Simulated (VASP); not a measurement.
Input of a VASP 6.6.1 run:

The input INCAR:

```
PREC = Accurate ; ENCUT = 520
EDIFF = 1E-6 ; ISMEAR = -1
SIGMA = 0.02 ; LREAL = F
LASPH = T ; NELM = 80
ALGO = Normal ; ISIF = 2
LWAVE = F ; LCHARG = F
GGA = PE ; NBANDS = 12
```

File KPOINTS:

```
Automatic mesh
0
Gamma
  8 8 8
```

Contents of POSCAR:

```
LiCl
1.0
    3.3286953527      0.0000000000      0.0000000000
    0.0000000000      3.3286953527      0.0000000000
    0.0000000000      0.0000000000      3.3286953527
Li Cl
1 1
Direct
    0.0000000000      0.0000000000      0.0000000000
    0.5000000000      0.5000000000      0.5000000000
```

Potentials or basis: VASP PAW PBE potentials, release 64 (Li_sv, Cl).

Command:

```console
$ cat potpaw_PBE.64/Li_sv/POTCAR potpaw_PBE.64/Cl/POTCAR > POTCAR
$ mpirun -np 1 vasp_std > vasp.out
```

(1) Estimate the band gap on the k mesh.

Answers

(1) 4.24 eV (least direct gap 4.98 eV).

Caveat: the cell differs from its parent crystal (strain +1.8%); the structure was generated, so it needn't be the stable form of LiCl.
